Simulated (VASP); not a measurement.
Write the native input for VASP 6.6.1 that does the following.

```
Task                    : density of states
Functional              : PBEsol
Potentials or basis     : VASP PAW PBE potentials, release 64 (Mg, O)
Cutoff                  : 520 eV
k mesh                  : 15 × 15 × 15
Occupations             : fermi-dirac, width 0.05 eV
Spin                    : no spin polarisation
Dipole correction       : no
k mesh for the DOS      : 23 × 23 × 23
Occupations for the DOS : tetrahedron
Further INCAR settings  : ALGO = Normal; EDIFF = 1e-06; NBANDS = 11
```

Crystal: MgO (rocksalt type).

```
Mg O
1.0
     0.00000    1.72641    1.72641
     1.72641    0.00000    1.72641
     1.72641    1.72641    0.00000
Mg O
1 1
Direct
  0.00000 0.00000 0.00000
  0.50000 0.50000 0.50000
```

This cell differs from its parent crystal: volume scaled by 0.55.

These files were run (other wordings do the same):

POSCAR

```
MgO
1.0
    0.0000000000      1.7264148454      1.7264148454
    1.7264148454      0.0000000000      1.7264148454
    1.7264148454      1.7264148454      0.0000000000
Mg O
1 1
Direct
    0.0000000000      0.0000000000      0.0000000000
    0.5000000000      0.5000000000      0.5000000000
```

INCAR.step1

```
SYSTEM = MgO
  PREC = Accurate
  ENCUT = 520
  EDIFF = 1E-6
  ISMEAR = -1
  SIGMA = 0.05
  LREAL = .False.
  LASPH = .True.
  NELM = 100
  ALGO = Normal
  ISIF = 2
  LWAVE = .False.
  LCHARG = .True.
  GGA = PS
  NBANDS = 11
```

KPOINTS.step1

```
regular mesh
0
Gamma
  15 15 15
  0 0 0
```

INCAR.step2

```
SYSTEM = MgO
  PREC = Accurate
  ENCUT = 520
  EDIFF = 1E-6
  ISMEAR = -5
  SIGMA = 0.05
  LREAL = .False.
  LASPH = .True.
  NELM = 100
  ALGO = Normal
  ISIF = 2
  LWAVE = .False.
  LCHARG = .False.
  GGA = PS
  LORBIT = 10
  NBANDS = 11
  NEDOS = 1001
  ICHARG = 11
```

KPOINTS.step2

```
regular mesh
0
Gamma
  23 23 23
  0 0 0
```

Potentials or basis: VASP PAW PBE potentials, release 64 (Mg, O).

Launch:

```sh
$ cat potpaw_PBE.64/Mg/POTCAR potpaw_PBE.64/O/POTCAR > POTCAR
$ cp INCAR.step1 INCAR
$ cp KPOINTS.step1 KPOINTS
$ mpirun -np 1 vasp_std > vasp.out
$ cp INCAR.step2 INCAR
$ cp KPOINTS.step2 KPOINTS
$ mpirun -np 1 vasp_std > vasp.out
```

Results of the run:

```
Valence electrons inside the program's atomic spheres : Mg 1.20; O 5.58
```

Wall time 50 s on 1 thread of Intel Xeon 8259CL, with other jobs on the host, peak memory 0.16 GiB.
